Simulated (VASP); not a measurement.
# RbV2 (P6/mmm) in VASP: notebook, part 2 of 2

VASP 6.6.1.

### Step 3. Relaxation of cell and atoms, PBE

This run uses another cell than the first one, of 20.89 Å³/atom.

The input, INCAR:

```
ALGO = Normal
EDIFF = 1E-6
EDIFFG = -0.04
ENCUT = 600
GGA = PE
IBRION = 2
ISIF = 3
ISMEAR = 0
LASPH = True
LCHARG = False
LREAL = False
LWAVE = False
NELM = 60
NSW = 90
PREC = Accurate
SIGMA = 0.1
```

The input, KPOINTS:

```
k-points
0
Gamma
  6 6 4
```

The input, POSCAR:

```
RbV2
1.0
    4.0620602503      0.0000000000      0.0000000000
   -2.0310301252      3.5178473685      0.0000000000
    0.0000000000      0.0000000000      4.3859454530
Rb V
1 2
Direct
    0.0000000000      0.0000000000      0.0000000000
    0.3333333333      0.6666666667      0.5000000000
    0.6666666667      0.3333333333      0.5000000000
```

Potentials or basis: VASP PAW PBE potentials, release 64 (Rb_sv, V_sv).

Started as:

```
cat potpaw_PBE.64/Rb_sv/POTCAR potpaw_PBE.64/V_sv/POTCAR > POTCAR
mpirun -np 1 vasp_std > vasp.out
```

OUTCAR:

```text
EDIFF = 1E-6
   EDIFFG = -0.04
   ENCUT = 600
   GGA = PE
   IBRION = 2
   ISIF = 3
   ISMEAR = 0
   LASPH = True
   LREAL = False
   NELM = 60
   NSW = 90
   PREC = Accurate

 ion  position               nearest neighbor table
   1  0.000  0.000  0.000-   2 3.21   3 3.21   2 3.21   3 3.21   3 3.21   3 3.21   2 3.21   2 3.21
                             3 3.21   3 3.21   2 3.21   2 3.21
   2  0.333  0.667  0.500-   3 2.35   3 2.35   3 2.35   1 3.21   1 3.21   1 3.21   1 3.21   1 3.21
                             1 3.21
   3  0.667  0.333  0.500-   2 2.35   2 2.35   2 2.35   1 3.21   1 3.21   1 3.21   1 3.21   1 3.21
                             1 3.21

  LATTYP: Found a hexagonal cell.
 ALAT       =     4.0620602503
 C/A-ratio  =     1.0797342193

  Lattice vectors:

 A1 = (   4.0620602503,   0.0000000000,   0.0000000000)
 A2 = (  -2.0310301252,   3.5178473685,   0.0000000000)
 A3 = (   0.0000000000,   0.0000000000,   4.3859454530)

Analysis of symmetry for initial positions (statically):
=====================================================================
 Subroutine PRICEL returns:
 Original cell was already a primitive cell.

 Routine SETGRP: Setting up the symmetry group for a
 hexagonal supercell.

 Subroutine GETGRP returns: Found 24 space group operations
 (whereof 24 operations were pure point group operations)
 out of a pool of 24 trial point group operations.

The static configuration has the point symmetry D_6h.

Analysis of symmetry for dynamics (positions and initial velocities):
=====================================================================
 Subroutine PRICEL returns:
 Original cell was already a primitive cell.

 Routine SETGRP: Setting up the symmetry group for a
 hexagonal supercell.

 Subroutine GETGRP returns: Found 24 space group operations
 (whereof 24 operations were pure point group operations)
 out of a pool of 24 trial point group operations.

The dynamic configuration has the point symmetry D_6h.

 Subroutine INISYM returns: Found 24 space group operations
 (whereof 24 operations are pure point group operations),
 and found     1 'primitive' translations

[... 95 lines left out ...]
   NSW    =     90    number of steps for IOM
   IBRION =      2    ionic relax: 0-MD 1-quasi-New 2-CG
   NFREE  =      1    steps in history (QN), initial steepest desc. (CG)
   ISIF   =      3    stress and relaxation
   ISYM   =      2    0-nonsym 1-usesym 2-fastsym
   POTIM  = 0.5000    time-step for ionic-motion
   TEBEG  =    0.0;   TEEND  =   0.0 temperature during run
   PSTRESS=    0.0 pullay stress
   NELECT =      35.0000    total number of electrons
   NUPDOWN=      -1.0000    fix difference up-down
   EMIN   =  10.00;   EMAX   =-10.00  energy-range for DOS
   EFERMI =   0.00;   METHOD = LEGACY
   ISMEAR =     0;   SIGMA  =   0.10  broadening in eV -4-tet -1-fermi 0-gaus
   EFERMI_NEDOS =   21; number of points for ismear=-14 and -15
   IALGO  =     38    algorithm
   IMIX   =      4    mixing-type and parameters
     AMIX     =   0.40;   BMIX     =  1.00
     AMIX_MAG =   1.60;   BMIX_MAG =  1.00
  volume/ion in A,a.u.               =      20.89       140.98
  Fermi-wavevector in a.u.,A,eV,Ry     =   1.348141  2.547617 24.728373  1.817484
  Thomas-Fermi vector in A             =   2.475834
   LORBIT       =      0    0 simple, 1 ext, 2 COOP (PROOUT), +10 PAW based schemes
   GGA     = PE    functional components
   LHFCALC =     F    Hartree Fock is set to
   AEXX    =    0.0000 exact exchange contribution
   IVDW    =     0    specifies the selected vdW correction
   LEPSILON=     F    determine dielectric tensor
   LRPA    =     F    only Hartree local field effects (RPA)
 conjugate gradient relaxation of ions
 non-spin polarized calculation
 Gauss-broadening in eV      SIGMA  =   0.10
  energy-cutoff  :      600.00
  volume of cell :       62.67
 maximum number of plane-waves:      2103
   NGX = 17   NGY = 17   NGZ = 17

--------------------------------------- Ionic step        1  -------------------------------------------

 number of electron      35.0000000 magnetization

 Free energy of the ion-electron system (eV)
  ---------------------------------------------------
  ext. energy  EPLUGINS =         0.00000000
  ---------------------------------------------------
  free energy    TOTEN  =       -12.48842906 eV

  energy without entropy =      -12.47586255  energy(sigma->0) =      -12.48214580

 E-fermi :   5.3503     XC(G=0): -10.4222

 val. band max:        5.3190395504   @ k =   0.5000  -0.0000   0.0000
 cond. band min:       5.3974455840   @ k =   0.3333   0.3333   0.2500
 fundamental gap:      0.0784060336
 Fermi energy:         5.3503044947
[... 1120 lines left out ...]
     20       4.0409      0.00000
     21       5.5077      0.00000

[... ionic steps 4 to 8 ...]

--------------------------------------- Ionic step        9  -------------------------------------------

 number of electron      35.0000019 magnetization

------------------------ aborting loop because EDIFF is reached ----------------------------------------
[... 69 lines left out ...]
--------------------------------------- Ionic step       11  -------------------------------------------

 number of electron      35.0000033 magnetization

 Free energy of the ion-electron system (eV)
  ---------------------------------------------------
  ext. energy  EPLUGINS =         0.00000000
  ---------------------------------------------------
  free energy    TOTEN  =       -13.50621066 eV

  energy without entropy =      -13.47365610  energy(sigma->0) =      -13.48993338

 E-fermi :   3.1744     XC(G=0):  -8.8227

 val. band max:        3.1354846285   @ k =   0.1667  -0.0000   0.2500
 cond. band min:       3.2066009822   @ k =   0.1667   0.1667   0.2500
 fundamental gap:      0.0711163537
 Fermi energy:         3.1744366727
[... 532 lines left out ...]
  FREE ENERGIE OF THE ION-ELECTRON SYSTEM (eV)
  ---------------------------------------------------
  free  energy   TOTEN  =       -13.5062106571 eV

  energy  without entropy=      -13.4736560954  energy(sigma->0) =      -13.48993338

 reached required accuracy - stopping structural energy minimisation
```

CONTCAR:

```text
RbV2
   1.00000000000000
     3.9415794723767807    0.0000000000034047   -0.0000000000000000
    -1.9707897362339588    3.4135079541435838    0.0000000000000000
     0.0000000000000000   -0.0000000000000000    6.4563738463423999
  Rb              V
     1     2
Direct
     0.0000000000000000    0.0000000000000000    0.0000000000000000
     0.3333333332999970    0.6666666667000030    0.5000000000000000
     0.6666666667000030    0.3333333332999970    0.5000000000000000

  0.00000000E+00  0.00000000E+00  0.00000000E+00
  0.00000000E+00  0.00000000E+00  0.00000000E+00
  0.00000000E+00  0.00000000E+00  0.00000000E+00
```

It took 4.1 min on 1 thread of AMD EPYC 7R43 (Zen 3), shared host; peak memory 0.18 GiB.

What came out:

```yaml
Free_energy: -13.5062 eV
Relaxed_volume: 28.96 Å³/atom
Relaxed_cell: a = 3.942 Å, b = 3.942 Å, c = 6.456 Å, α = 90.00°, β = 90.00°, γ = 120.00°
Space_group_after_relaxing_to_0.1_Å: P6/mmm (No. 191)
Energy_gained_by_relaxing: 339.3 meV/atom
Ionic_steps: 11
Pressure_after_relaxing: -0.1 GPa
Band_gap_on_the_k_mesh: zero (an odd number of electrons rules out a gap without spin polarisation)
```

Step by step:
```
step  energy change (eV)  largest force (eV/Å)  pressure (GPa)  volume (Å³)
   1              0.0000                0.0000            9.68        62.67
   2             -0.3928                0.0000            1.02        74.82
   3             -0.4068                0.0000           -0.98        79.51
   4             -0.4085                0.0000           -0.54        78.40
   5             -0.5492                0.0000           -0.57        80.13
   6             -0.8954                0.0000           -0.78        84.29
   7             -0.7336                0.0000            0.08        88.24
   8             -0.9836                0.0000           -0.55        85.79
   9             -1.0170                0.0000           -0.08        86.98
  10             -1.0175                0.0000           -0.17        86.78
  11             -1.0178                0.0000           -0.09        86.87
```

Final structure:
```
Rb V
1.0
     3.94158    0.00000    0.00000
    -1.97079    3.41351    0.00000
     0.00000    0.00000    6.45637
Rb V
1 2
Cartesian
  0.0000 0.0000 0.0000
  0.0000 2.2757 3.2282
  1.9708 1.1378 3.2282
```

Levels at points of the mesh, in eV from the Fermi level:
| k point | band 15 | band 16 | band 17 | band 18 | band 19 | band 20 |
| --- | --- | --- | --- | --- | --- | --- |
| (0.00, 0.00, 0.00) | -0.08 | -0.08 | 0.55 | 0.55 | 0.90 | 0.90 |
| (0.50, 0.00, 0.00) | -0.66 | -0.62 | -0.50 | -0.17 | 0.24 | 0.29 |
| (0.00, 0.00, 0.50) | -0.56 | -0.10 | -0.10 | 0.53 | 0.53 | 0.90 |
| (0.50, 0.00, 0.50) | -0.99 | -0.61 | -0.50 | 0.13 | 0.48 | 0.72 |

Caveat: the volume moved by over 15 % at a fixed basis, so the end points are rough.
